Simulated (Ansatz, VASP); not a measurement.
**Al3Ni5: VASP beside Ansatz**

The input INCAR:

```
ALGO = Fast
EDIFF = 1E-7
ENCUT = 520
GGA = PS
ISIF = 2
ISMEAR = 0
LASPH = T
LCHARG = F
LREAL = F
LWAVE = F
NBANDS = 40
NELM = 80
PREC = Accurate
SIGMA = 0.15
```

KPOINTS

```
k-points
0
Gamma
  8 8 10
```

The input POSCAR:

```
Al3Ni5
1.0
    3.2933322760     -3.6919375971      0.0000000000
    3.2933322760      3.6919375971      0.0000000000
    0.0000000000      0.0000000000      3.7203545651
Al Ni
3 5
Direct
    0.5000000000      0.5000000000      0.0000000000
    0.7796888787      0.2203111213      0.5000000000
    0.2203111213      0.7796888787      0.5000000000
    0.0000000000      0.0000000000      0.0000000000
    0.0000000000      0.5000000000      0.0000000000
    0.5000000000      0.0000000000      0.0000000000
    0.2762373066      0.2762373066      0.5000000000
    0.7237626934      0.7237626934      0.5000000000
```

Input for Ansatz:

```yaml
crystal:
  lattice:
    - [3.293332276, -3.6919375971, 0.0]
    - [3.293332276, 3.6919375971, 0.0]
    - [0.0, 0.0, 3.7203545651]
  atoms:
    - { symbol: Al, position: [0.5, 0.5, 0.0] }
    - { symbol: Al, position: [0.7796888787, 0.2203111213, 0.5] }
    - { symbol: Al, position: [0.2203111213, 0.7796888787, 0.5] }
    - { symbol: Ni, position: [0.0, 0.0, 0.0] }
    - { symbol: Ni, position: [0.0, 0.5, 0.0] }
    - { symbol: Ni, position: [0.5, 0.0, 0.0] }
    - { symbol: Ni, position: [0.2762373066, 0.2762373066, 0.5] }
    - { symbol: Ni, position: [0.7237626934, 0.7237626934, 0.5] }
basis:
  ecutwfc: 420
kpoints:
  mp_grid: { grid: [8, 8, 10] }
hamiltonian:
  xc: pbesol
scf:
  occupations: { method: gaussian, width: 0.15 }
output:
  forces: true
  stress: true
  eigenvalues: true
  write_density: true
  write_potential: true
  elf: true
  volumetric_format: npy
```

Alike in both runs: task single point; functional PBEsol; k mesh 8 × 8 × 10; occupations gaussian, width 0.15 eV; no spin polarisation.

```csv
,VASP,Ansatz
version,VASP 6.6.1,Ansatz 0.2.0
potentials or method,"VASP PAW PBE potentials, release 64 (Al, Ni), cutoff 520 eV","scalar-relativistic, plane waves, PAW"
valence electrons in the cell,59,99
```

|  | VASP | Ansatz | Ansatz less VASP |
| --- | --- | --- | --- |
| gap on the k mesh at the Fermi level (eV) | none | none | - |
| pressure (GPa) | 0.2 | 0.0 | -0.20 |
| traceless stress, the component that is largest in VASP (GPa) | -0.24 | -0.10 | +0.146 |

VASP's potentials were made for PBE, not for PBEsol. A gap of «none» marks a metal or a gap that the smearing closes. With one functional, cell and mesh, what is left measures potentials, basis and numerics. VASP's potentials hold 59 valence electrons a cell and Ansatz's 99, so a difference there can come from the potentials and not from the codes.
